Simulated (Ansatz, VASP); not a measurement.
**Ti: VASP beside Ansatz**

```
Ti
1.0
    -1.69023    1.64100    1.64100
     1.64100   -1.69023    1.64100
     1.64100    1.64100   -1.69023
Ti
1
Direct
  0.00000 0.00000 0.00000
```

Change from the starting cell: equal xy, yz and zx shear strains of -3 %.

Alike in both runs: task single point; functional PBE; k mesh 14 × 14 × 14; occupations fermi-dirac, width 0.05 eV; no spin polarisation.

|  | VASP | Ansatz |
| --- | --- | --- |
| version | VASP 6.6.1 | Ansatz 0.2.0 |
| potentials or method | VASP PAW PBE potentials, release 64 (Ti_sv), cutoff 520 eV | all-electron LAPW, scalar-relativistic |

Ansatz gave:

```
pressure (GPa)                                                : -2.4
traceless stress, the component that is largest in VASP (GPa) : 0.95
```

Q: What did VASP give for the same quantities?

A: Pressure (GPa): -2.6; traceless stress, the component that is largest in VASP (GPa): 0.95.

Ansatz ran all-electron here, and VASP with PAW potentials.
